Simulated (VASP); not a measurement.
Runs of VASP 6.6.1 on K2S. The structure is that of space group Fm-3m (No. 225), or close to it. The cells are those of the table. 

```csv
task,level,potentials or basis,cell,cutoff (eV),smearing,gap on the mesh (eV),pressure (GPa),relaxed volume (Å³/atom)
single point,PBEsol,"VASP PAW PBE potentials, release 64 (K_sv, S)","a = 5.184 Å, angles 60.0°, 3 atoms",500,fermi-dirac 0.02 eV,2.35,0.1,-
single point,PBE,"VASP PAW PBE potentials, release 64 (K_sv, S)","a = 5.276 Å, angles 60.0°, 3 atoms",500,fermi-dirac 0.02 eV,2.32,0.0,-
single point,r2SCAN,"VASP PAW PBE potentials, release 64 (K_sv, S)","a = 5.236 Å, angles 60.0°, 3 atoms",550,fermi-dirac 0.02 eV,2.76,0.0,-
single point,LDA,"VASP PAW LDA potentials, release 64 (K_sv, S)","a = 5.086 Å, angles 60.0°, 3 atoms",500,fermi-dirac 0.02 eV,2.31,0.1,-
relaxation of cell and atoms,PBEsol,"VASP PAW PBE potentials, release 64 (K_sv, S)","relaxed from a = 5.276 Å, angles 60.0°, 3 atoms",500,fermi-dirac 0.02 eV,2.34,0.0,(a)
single point,LDA,"VASP PAW LDA potentials, release 64 (K_sv, S)","a = 5.236 Å, angles 60.0°, 3 atoms",500,gaussian 0.01 eV,2.11,-1.7,-
relaxation of cell and atoms,LDA,"VASP PAW LDA potentials, release 64 (K_sv, S)","relaxed from a = 5.276 Å, angles 60.0°, 3 atoms",500,fermi-dirac 0.02 eV,2.31,0.0,(b)
relaxation of cell and atoms,PBE,"VASP PAW PBE potentials, release 64 (K_sv, S)","relaxed from a = 5.226 Å, angles 60.0°, 3 atoms",500,fermi-dirac 0.02 eV,2.32,0.0,34.70
```

Alike in all rows: no spin polarisation; k mesh 6 × 6 × 6.

Question: Fill in the values left out.

Answer: (a) 33.02; (b) 31.09.

Caveats: the PAW data sets were made with another functional, which shifts forces and pressure a little (at least some runs).

A k mesh can miss the band edges.
